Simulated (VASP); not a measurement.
A run of VASP 6.6.1 is set up as follows.

The input POSCAR:

```
Ge
1.0
    0.0000000000      0.0000000000     -2.8186432096
   -2.5738610839      2.5731635146      1.4093216048
    5.1477221678      5.1463270292      0.0000000000
Ge
4
Direct
    0.2502114235      0.2500000000      0.1250000000
    0.7502114235      0.2500000000      0.6250000000
    0.2497885765      0.7500000000      0.3750000000
    0.7497885765      0.7500000000      0.8750000000
```

Contents of INCAR.step1:

```
  PREC = Accurate
  ENCUT = 520
  ISMEAR = 0
  SIGMA = 0.15
  LREAL = F
  LASPH = T
  NELM = 60
  NBANDS = 36
  GGA = PE
  ALGO = Normal
  EDIFF = 1E-4
  LWAVE = T
  LCHARG = F
```

Contents of INCAR.step2:

```
  PREC = Accurate
  ENCUT = 520
  EDIFF = 1E-7
  ISMEAR = 0
  SIGMA = 0.15
  LREAL = F
  LASPH = T
  NELM = 60
  ALGO = Normal
  ISIF = 2
  LWAVE = F
  LCHARG = F
  METAGGA = R2SCAN
  LMIXTAU = T
  NBANDS = 36
  ISTART = 1
```

Contents of KPOINTS:

```
regular mesh
0
Gamma
  12 12 6
```

Potentials or basis: VASP PAW PBE potentials, release 64 (Ge_d).

The run is started by

```bash
$ cat potpaw_PBE.64/Ge_d/POTCAR > POTCAR
$ cp INCAR.step1 INCAR
$ mpirun -np 1 vasp_std > vasp.out
$ cp INCAR.step2 INCAR
$ mpirun -np 1 vasp_std > vasp.out
```

What does it give for the band gap on the k mesh?

Zero (bands 28 and 29 overlap by 4.86 eV).

Estimate the pressure.

-0.2 GPa.

Stress tensor (GPa, compression positive):
```
-0.37 -0.12  0.00
-0.12 -0.37  0.00
 0.00  0.00  0.00
```

Caveat: the PAW data sets were made with another functional, which shifts forces and pressure a little.
